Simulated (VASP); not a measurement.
ZnSe5:

```
Zn Se
1.0
     6.66004    0.00000    0.00000
    -3.33002    5.76776    0.00000
     0.00000    0.00000    5.41269
Zn Se
1 5
Direct
  0.00000 0.00000 0.50000
  0.50315 0.00000 0.00000
  0.66667 0.33333 0.50000
  0.49685 0.49685 0.00000
  0.33333 0.66667 0.50000
  0.00000 0.50315 0.00000
```

| Quantity | Value |
| --- | --- |
| Program | VASP 6.6.1 |
| Task | relaxation of cell and atoms |
| Functional | PBE |
| Potentials or basis | VASP PAW PBE potentials, release 64 (Zn, Se) |
| Cutoff | 600 eV |
| k mesh | 3 × 3 × 4 |
| Occupations | gaussian, width 0.1 eV |
| Spin | no spin polarisation |

At the start: pressure -8.1 GPa; volume 34.65 Å³/atom.

Task: How do energy, volume and symmetry change on relaxing?

Result: Over 19 steps the energy falls by 587.2 meV/atom and the volume is 26.84 Å³/atom (-22.5 %); space group P-62m (No. 189, to 0.05 Å).

The path:
```
step  energy change (eV)  largest force (eV/Å)  pressure (GPa)  volume (Å³)
   1              0.0000                0.0082           -8.08       207.92
   2             -2.5073                0.0586           -4.78       159.38
   3             -2.8754                0.1014           -0.54       143.60
   4             -2.8858                0.1129            0.62       140.54
   5             -2.8845                0.1083            0.15       141.73
   6             -2.9232                0.1530            0.13       142.70
   7             -2.9894                0.2019            0.35       145.38
   8             -3.1683                0.0274            1.53       149.56
   9             -3.3028                0.0465            4.11       152.54
  10             -3.4504                0.0409            2.78       152.40
  11             -3.4042                0.0660            3.30       152.59
  12             -3.4427                0.0526            3.00       152.51
  13             -3.4633                0.0478            2.40       154.55
  14             -3.4707                0.0367            1.55       157.56
  15             -3.4711                0.0389            1.66       157.11
  16             -3.4861                0.0343            1.38       157.71
  17             -3.5156                0.0205            0.66       159.47
  18             -3.5110                0.0020           -0.69       162.95
  19             -3.5232                0.0092            0.01       161.06
```

Final structure:
```
Zn Se
1.0
     7.26333    0.00000    0.00000
    -3.63167    6.29023    0.00000
     0.00000    0.00000    3.52524
Zn Se
1 5
Cartesian
  0.0000 0.0000 1.7626
  3.7832 0.0000 0.0000
  3.6317 2.0967 1.7626
  1.7401 3.0139 0.0000
  0.0000 4.1935 1.7626
  5.3718 3.2763 0.0000
```

Caveat: the k points lie up to 0.45 Å⁻¹ apart in the final cell; the volume moved by over 15 % at a fixed basis, so the end points are rough.
